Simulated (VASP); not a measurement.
A run of VASP 6.6.1:

The input INCAR:

```
SYSTEM = PbF2
  PREC = Accurate
  ENCUT = 600
  EDIFF = 1E-6
  ISMEAR = -1
  SIGMA = 0.025851999786435532
  LREAL = .FALSE.
  LASPH = .TRUE.
  NELM = 120
  ALGO = Normal
  ISIF = 2
  LWAVE = .FALSE.
  LCHARG = .FALSE.
  GGA = PE
  NBANDS = 21
  GGA_COMPAT = .FALSE.
```

File KPOINTS:

```
regular mesh
0
G
  4 4 4
  0 0 0
```

Contents of POSCAR:

```
PbF2
1.0
    0.0000000000      2.9579484323      2.9579484323
    2.9579484323      0.0000000000      2.9579484323
    2.9579484323      2.9579484323      0.0000000000
Pb F
1 2
Direct
    0.0000000000      0.0000000000      0.0000000000
    0.7500000000      0.7500000000      0.7500000000
    0.2500000000      0.2500000000      0.2500000000
```

Potentials or basis: VASP PAW PBE potentials, release 64 (Pb_d, F).

Run with:

```sh
$ cat potpaw_PBE.64/Pb_d/POTCAR potpaw_PBE.64/F/POTCAR > POTCAR
$ mpirun -np 1 vasp_std > vasp.out
```

Hardware: 1 thread of AMD EPYC 9R45 (Zen 5), on a shared host.

**Question.** How long does it take, and how much memory?

**Answer.** Wall time 15 s on 1 thread of AMD EPYC 9R45 (Zen 5) (shared host), peak memory 0.17 GiB. Counts: scf iterations 14, k points 8.
